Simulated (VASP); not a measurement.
# AlNi2 (P-3m1) in VASP: further runs

The runs below take AlNi2 through single point, with PBEsol.

Program: VASP 6.6.1. These are calculated values, not measurements. Logs are shortened: lines on timing, memory, paths and dates and some standing lists are left out, and cuts for length are marked.

### 1 The cell of the first run

Symmetry: P-3m1, No. 164, trigonal system. Conventional cell: a = 3.974 Å, b = 3.974 Å, c = 4.904 Å, α = 90.00°, β = 90.00°, γ = 120.00°. Within 3.1 Å of Al (site symmetry 3m) lie 11 Ni at 2.37 to 2.75 Å and 3 Al at 2.96 Å. Within 3.1 Å of Ni (site symmetry 3m) lie 5 Al at 2.37 to 2.48 Å and 9 Ni at 2.47 to 2.93 Å. Within 3.2 Å of Ni (site symmetry -3m) lie 8 Ni at 2.45 to 2.47 Å and 6 Al at 2.75 Å. Within 3.2 Å of Ni (site symmetry -3m) lie 8 Ni at 2.45 to 2.77 Å and 6 Al at 2.48 Å.

### 2 Single point, PBEsol

Contents of INCAR:

```
PREC = Accurate
ENCUT = 500
EDIFF = 1E-6
ISMEAR = 0
SIGMA = 0.1
LREAL = F
LASPH = T
NELM = 120
ALGO = Normal
ISIF = 2
LWAVE = F
LCHARG = F
GGA = PS
NBANDS = 32
ISYM = -1
GGA_COMPAT = F
KPAR = 1
```

Contents of KPOINTS:

```
explicit points
432
Reciprocal
  0.04166667   0.04166667   0.08333333 2
  0.04166667   0.04166667   0.25000000 2
  0.04166667   0.04166667   0.41666667 2
  0.04166667   0.04166667   0.58333333 2
  0.04166667   0.04166667   0.75000000 2
  0.04166667   0.04166667   0.91666667 2
[... 424 lines left out ...]
  0.45833333   0.95833333   0.75000000 2
  0.45833333   0.95833333   0.91666667 2
```

Contents of POSCAR:

```
AlNi2
1.0
    3.9740030242      0.0000000000      0.0000000000
   -1.9870015121      3.4415875737      0.0000000000
    0.0000000000      0.0000000000      4.9042588200
Al Ni
2 4
Direct
    0.3333333333      0.6666666667      0.1898740600
    0.6666666667      0.3333333333      0.8101259400
    0.3333333333      0.6666666667      0.6851100400
    0.6666666667      0.3333333333      0.3148899600
    0.0000000000      0.0000000000      0.5000000000
    0.0000000000      0.0000000000      0.0000000000
```

Potentials or basis: VASP PAW PBE potentials, release 64 (Al, Ni).

Started as:

```sh
cat potpaw_PBE.64/Al/POTCAR potpaw_PBE.64/Ni/POTCAR > POTCAR
mpirun -np 4 vasp_std > vasp.out
```

OUTCAR:

```text
PREC = Accurate
   ENCUT = 500
   EDIFF = 1E-6
   ISMEAR = 0
   LREAL = F
   LASPH = T
   NELM = 120
   ISIF = 2
   GGA = PS
   ISYM = -1

 ion  position               nearest neighbor table
   1  0.333  0.667  0.190-   4 2.37   4 2.37   4 2.37   3 2.43   3 2.48   6 2.48   6 2.48   6 2.48
                             5 2.75   5 2.75   5 2.75   2 2.96   2 2.96   2 2.96
   2  0.667  0.333  0.810-   3 2.37   3 2.37   3 2.37   4 2.43   4 2.48   6 2.48   6 2.48   6 2.48
                             5 2.75   5 2.75   5 2.75   1 2.96   1 2.96   1 2.96
   3  0.333  0.667  0.685-   2 2.37   2 2.37   2 2.37   1 2.43   5 2.47   5 2.47   5 2.47   1 2.48
                             6 2.77   6 2.77   6 2.77   4 2.93   4 2.93   4 2.93
   4  0.667  0.333  0.315-   1 2.37   1 2.37   1 2.37   2 2.43   5 2.47   5 2.47   5 2.47   2 2.48
                             6 2.77   6 2.77   6 2.77   3 2.93   3 2.93   3 2.93
   5  0.000  0.000  0.500-   6 2.45   6 2.45   3 2.47   4 2.47   4 2.47   3 2.47   4 2.47   3 2.47
                             1 2.75   2 2.75   1 2.75   2 2.75   2 2.75   1 2.75
   6  0.000  0.000  0.000-   5 2.45   5 2.45   1 2.48   2 2.48   2 2.48   1 2.48   2 2.48   1 2.48
                             3 2.77   4 2.77   4 2.77   3 2.77   3 2.77   4 2.77

IMPORTANT INFORMATION: All symmetrisations will be switched off!
NOSYMM: (Re-)initialisation of all symmetry stuff for point group C_1.

----------------------------------------------------------------------------------------

                                     Primitive cell

  volume of cell :      67.0750

  direct lattice vectors                    reciprocal lattice vectors
     3.974003024  0.000000000  0.000000000     0.251635440  0.145281789  0.000000000
    -1.987001512  3.441587574  0.000000000     0.000000000  0.290563578  0.000000000
     0.000000000  0.000000000  4.904258820     0.000000000  0.000000000  0.203904410

  length of vectors
     3.974003024  3.974003024  4.904258820     0.290563578  0.290563578  0.203904410

  position of ions in fractional coordinates (direct lattice)
     0.333333333  0.666666667  0.189874060
     0.666666667  0.333333333  0.810125940
     0.333333333  0.666666667  0.685110040
     0.666666667  0.333333333  0.314889960
     0.000000000  0.000000000  0.500000000
     0.000000000  0.000000000  0.000000000

  ion indices of the primitive-cell ions
   primitive index   ion index
                 1           1
                 2           2
                 3           3
                 4           4
                 5           5
                 6           6

----------------------------------------------------------------------------------------

[... 52 lines left out ...]
   LREAL  =      F    real-space projection
   EDIFFG = 0.1E-04   stopping-criterion for IOM
   NSW    =      0    number of steps for IOM
   IBRION =     -1    ionic relax: 0-MD 1-quasi-New 2-CG
   NFREE  =      0    steps in history (QN), initial steepest desc. (CG)
   ISIF   =      2    stress and relaxation
   ISYM   =     -1    0-nonsym 1-usesym 2-fastsym
   POTIM  = 0.5000    time-step for ionic-motion
   TEBEG  =    0.0;   TEEND  =   0.0 temperature during run
   PSTRESS=    0.0 pullay stress
   NELECT =      46.0000    total number of electrons
   NUPDOWN=      -1.0000    fix difference up-down
   EMIN   =  10.00;   EMAX   =-10.00  energy-range for DOS
   EFERMI =   0.00;   METHOD = LEGACY
   ISMEAR =     0;   SIGMA  =   0.10  broadening in eV -4-tet -1-fermi 0-gaus
   EFERMI_NEDOS =   21; number of points for ismear=-14 and -15
   IALGO  =     38    algorithm
   IMIX   =      4    mixing-type and parameters
     AMIX     =   0.40;   BMIX     =  1.00
     AMIX_MAG =   1.60;   BMIX_MAG =  1.00
  volume/ion in A,a.u.               =      11.18        75.44
  Fermi-wavevector in a.u.,A,eV,Ry     =   1.443690  2.728179 28.357821  2.084241
  Thomas-Fermi vector in A             =   2.562069
   LORBIT       =      0    0 simple, 1 ext, 2 COOP (PROOUT), +10 PAW based schemes
   GGA     = PS    functional components
   LHFCALC =     F    Hartree Fock is set to
   AEXX    =    0.0000 exact exchange contribution
   IVDW    =     0    specifies the selected vdW correction
   LEPSILON=     F    determine dielectric tensor
   LRPA    =     F    only Hartree local field effects (RPA)
 non-spin polarized calculation
 Gauss-broadening in eV      SIGMA  =   0.10
  energy-cutoff  :      500.00
  volume of cell :       67.07
 maximum number of plane-waves:      1716
 NGX is ok and might be reduce to    30
   NGX = 15   NGY = 15   NGZ = 17

 number of electron      46.0000031 magnetization

 Free energy of the ion-electron system (eV)
  ---------------------------------------------------
  ext. energy  EPLUGINS =         0.00000000
  ---------------------------------------------------
  free energy    TOTEN  =       -35.82154005 eV

  energy without entropy =      -35.80547305  energy(sigma->0) =      -35.81350655

 E-fermi :   9.9584     XC(G=0): -12.7479

 val. band max:        9.9582520149   @ k =   0.3750   0.7083   0.4167
 cond. band min:       9.9602627398   @ k =   0.3750   0.2917   0.7500
 fundamental gap:      0.0020107248
 Fermi energy:         9.9584178681

 k-point     1 :       0.0417    0.0417    0.0833
  band No.  band energies     occupation
      1      -0.5505      2.00000
      2       4.1584      2.00000
      3       5.2858      2.00000
      4       6.1471      2.00000
      5       6.1705      2.00000
      6       6.5500      2.00000
[... 829 lines left out ...]
     31      17.5544      0.00000
     32      17.8023      0.00000

 [... further k-points ...]
[... 5 lines left out ...]
  --------------------------------------------------------------------------------------
  -------------------------------------------------------------------------------------
  Total        0.0849964      0.0782099      0.0574814     -0.0058796     -0.0004361      0.0007525
  in kB        2.0302560      1.8681503      1.3730224     -0.1404429     -0.0104157      0.0179741
  external PRESSURE =       1.7571429 kB  Pullay stress =       0.0000000 kB

 VOLUME and BASIS-vectors are now :
 -----------------------------------------------------------------------------
  energy-cutoff  :      500.00
  volume of cell :       67.07
      direct lattice vectors                 reciprocal lattice vectors
     3.974003024  0.000000000  0.000000000     0.251635440  0.145281789  0.000000000
    -1.987001512  3.441587574  0.000000000     0.000000000  0.290563578  0.000000000
     0.000000000  0.000000000  4.904258820     0.000000000  0.000000000  0.203904410

 POSITION                                       TOTAL-FORCE (eV/Angst)
 -----------------------------------------------------------------------------------
     -0.00000      2.29439      0.93119         0.002104     -0.001215      0.063885
      1.98700      1.14720      3.97307        -0.002102      0.001214     -0.063859
     -0.00000      2.29439      3.35996         0.007027     -0.004057      0.012373
      1.98700      1.14720      1.54430        -0.007027      0.004057     -0.012352
      0.00000      0.00000      2.45213        -0.000002      0.000002     -0.000048
      0.00000      0.00000      0.00000        -0.000001      0.000001      0.000001
 -----------------------------------------------------------------------------------
    total drift:                               -0.000004      0.000003     -0.000098

  FREE ENERGIE OF THE ION-ELECTRON SYSTEM (eV)
  ---------------------------------------------------
  free  energy   TOTEN  =       -35.8215400503 eV

  energy  without entropy=      -35.8054730503  energy(sigma->0) =      -35.81350655
```

OSZICAR:

```text
N       E                     dE             d eps       ncg     rms          rms(c)
DAV:   1     0.284572171514E+03    0.28457E+03   -0.19326E+04 27712   0.176E+03
DAV:   2    -0.234307894111E+02   -0.30800E+03   -0.29225E+03 27672   0.347E+02
DAV:   3    -0.413940629255E+02   -0.17963E+02   -0.17042E+02 32096   0.112E+02
DAV:   4    -0.417168872404E+02   -0.32282E+00   -0.32237E+00 33184   0.139E+01
DAV:   5    -0.417284223282E+02   -0.11535E-01   -0.11534E-01 35280   0.232E+00    0.235E+01
DAV:   6    -0.435921174544E+02   -0.18637E+01   -0.76611E+01 31496   0.135E+02    0.261E+01
DAV:   7    -0.360611731063E+02    0.75309E+01   -0.26181E+01 31896   0.107E+02    0.815E+00
DAV:   8    -0.365805825655E+02   -0.51941E+00   -0.88437E+00 31720   0.664E+01    0.932E+00
DAV:   9    -0.358441896374E+02    0.73639E+00   -0.16480E+00 33528   0.366E+01    0.195E+00
DAV:  10    -0.358682799710E+02   -0.24090E-01   -0.48353E-01 33496   0.124E+01    0.252E+00
DAV:  11    -0.358248226387E+02    0.43457E-01   -0.18351E-01 33200   0.111E+01    0.784E-01
DAV:  12    -0.358219870299E+02    0.28356E-02   -0.31339E-02 32816   0.253E+00    0.278E-01
DAV:  13    -0.358217814401E+02    0.20559E-03   -0.44814E-03 32432   0.953E-01    0.228E-01
DAV:  14    -0.358215571577E+02    0.22428E-03   -0.95090E-04 41848   0.666E-01    0.579E-02
DAV:  15    -0.358215588514E+02   -0.16937E-05   -0.26242E-04 36672   0.358E-01    0.475E-02
DAV:  16    -0.358215416233E+02    0.17228E-04   -0.75977E-05 34608   0.208E-01    0.223E-02
DAV:  17    -0.358215398074E+02    0.18159E-05   -0.15974E-05 32000   0.661E-02    0.653E-03
DAV:  18    -0.358215400503E+02   -0.24293E-06   -0.15445E-06 15568   0.209E-02
   1 F= -.35821540E+02 E0= -.35813507E+02  d E =-.160670E-01
```

It took 6.9 min on 4 MPI ranks of Intel Xeon Platinum 8259CL at 2.50GHz (Skylake/Cascade Lake), shared host; peak memory 0.38 GiB.

What came out:

```
Free energy            : -35.8215 eV
Pressure               : 0.2 GPa
Largest force          : 0.064 eV/Å
Band gap on the k mesh : zero (bands 23 and 24 overlap by 3.71 eV)
```

Forces in eV/Å, atoms in the order of the input:
```
Al   0.002 -0.001  0.064
Al  -0.002  0.001 -0.064
Ni   0.007 -0.004  0.012
Ni  -0.007  0.004 -0.012
Ni   0.000  0.000  0.000
Ni   0.000  0.000  0.000
```

Caveat: the PAW data sets were made with another functional, which shifts forces and pressure a little.

### 3 Single point, PBEsol

Contents of INCAR:

```
SYSTEM = AlNi2
PREC = Accurate
ENCUT = 520
EDIFF = 1E-6
ISMEAR = 1
SIGMA = 0.2
LREAL = .FALSE.
LASPH = .TRUE.
NELM = 80
ALGO = Fast
ISIF = 2
LWAVE = .FALSE.
LCHARG = .TRUE.
GGA = PS
LELF = .TRUE.
LVHAR = .TRUE.
NBANDS = 32
```

Contents of KPOINTS:

```
Automatic mesh
0
G
  12 12 8
  0 0 0
```

POSCAR is that of step 2.

Potentials or basis: VASP PAW PBE potentials, release 64 (Al, Ni).

Started as:

```sh
cat potpaw_PBE.64/Al/POTCAR potpaw_PBE.64/Ni/POTCAR > POTCAR
mpirun -np 1 vasp_std > vasp.out
```

Run time: 8.7 min. Hardware: 1 thread of Intel Xeon 8259CL, shared host; peak memory 0.34 GiB.

Results (log left out):

```
Free energy            : -35.8144 eV
Pressure               : 0.2 GPa
Largest force          : 0.064 eV/Å
Band gap on the k mesh : zero (bands 23 and 24 overlap by 4.22 eV)
```

Forces in eV/Å, atoms in the order of the input:
```
Al   0.000  0.000  0.064
Al   0.000  0.000 -0.064
Ni   0.000  0.000  0.009
Ni   0.000  0.000 -0.009
Ni   0.000  0.000  0.000
Ni   0.000  0.000  0.000
```

Levels at points of the mesh, in eV from the Fermi level:
| k point | band 21 | band 22 | band 23 | band 24 | band 25 | band 26 |
| --- | --- | --- | --- | --- | --- | --- |
| (0.00, 0.00, 0.00) | -0.54 | -0.54 | 0.71 | 3.14 | 3.14 | 3.85 |
| (0.50, 0.00, 0.00) | -0.72 | -0.63 | -0.55 | -0.31 | 0.99 | 1.78 |
| (0.00, 0.00, 0.50) | -0.68 | -0.68 | 3.87 | 4.00 | 4.00 | 4.26 |
| (0.50, 0.00, 0.50) | -0.79 | -0.63 | -0.37 | -0.26 | 1.71 | 1.81 |

Caveat: the PAW data sets were made with another functional, which shifts forces and pressure a little. Spin polarisation is off, so any magnetic state and its effect on volume and gap are missing.

[end of part 1 of 2]

The gap in the log of VASP goes by the Fermi energy; the results here count the filled bands.